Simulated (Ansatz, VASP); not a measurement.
**MgS in VASP and in Ansatz**

The input INCAR:

```
SYSTEM = MgS
PREC     = Accurate       ! precision mode
ENCUT    = 520            ! plane-wave cutoff, eV
EDIFF    = 1E-6           ! SCF threshold, eV
ISMEAR   = 0              ! smearing method
SIGMA    = 0.05           ! smearing width, eV
LREAL    = .FALSE.        ! projectors in reciprocal space
LASPH    = .TRUE.         ! aspherical terms in the spheres
NELM     = 100            ! most SCF steps
ALGO     = Normal         ! electronic algorithm
ISIF     = 2              ! what is computed and relaxed
LWAVE    = .FALSE.        ! write WAVECAR
LCHARG   = .FALSE.        ! write CHGCAR
GGA      = PS             ! functional
NBANDS   = 11             ! bands
```

The input KPOINTS:

```
Automatic mesh
0
G
  8 8 8
  0 0 0
```

Contents of POSCAR:

```
MgS
1.0
    0.0000000000      2.6406747500      2.5236005000
    2.6406747500      0.0000000000      2.5236005000
    2.6406747500      2.6406747500      0.0000000000
Mg S
1 1
Direct
    0.0000000000      0.0000000000      0.0000000000
    0.5000000000      0.5000000000      0.5000000000
```

Input for Ansatz:

```yaml
crystal:
  lattice:
    - [0.0, 2.64067475, 2.5236005]
    - [2.64067475, 0.0, 2.5236005]
    - [2.64067475, 2.64067475, 0.0]
  atoms:
    - { symbol: Mg, position: [0.0, 0.0, 0.0] }
    - { symbol: S, position: [0.5, 0.5, 0.5] }
basis:
  ecutwfc: 420
kpoints:
  mp_grid: { grid: [8, 8, 8] }
hamiltonian:
  xc: pbesol
scf:
  occupations: { method: gaussian, width: 0.05 }
output:
  forces: true
  stress: true
  eigenvalues: true
```

Change from the starting cell: strain +0.015 along x and y, -0.030 along z, atoms carried along.

Alike in both runs: task single point; functional PBEsol; k mesh 8 × 8 × 8; occupations gaussian, width 0.05 eV; no spin polarisation.

|  | VASP | Ansatz |
| --- | --- | --- |
| version | VASP 6.6.1 | Ansatz 0.2.0 |
| potentials or method | VASP PAW PBE potentials, release 64 (Mg, S), cutoff 520 eV | scalar-relativistic, plane waves, PAW |
| valence electrons in the cell | 8 | 16 |

Ansatz gave:

```
gap on the k mesh at the Fermi level (eV)                     : 2.51
least direct gap on the mesh (eV)                             : 3.53
pressure (GPa)                                                : -0.5
traceless stress, the component that is largest in VASP (GPa) : 3.41
```

**Question.** What did VASP give for the same quantities?

**Answer.** gap on the k mesh at the Fermi level (eV): 2.51; least direct gap on the mesh (eV): 3.53; pressure (GPa): -0.8; traceless stress, the component that is largest in VASP (GPa): 3.40.

VASP's potentials were made for PBE, not for PBEsol. The functional is the same, so the differences come from potentials, cutoffs and numerics. VASP's potentials hold 8 valence electrons a cell and Ansatz's 16, so a difference there can come from the potentials and not from the codes.
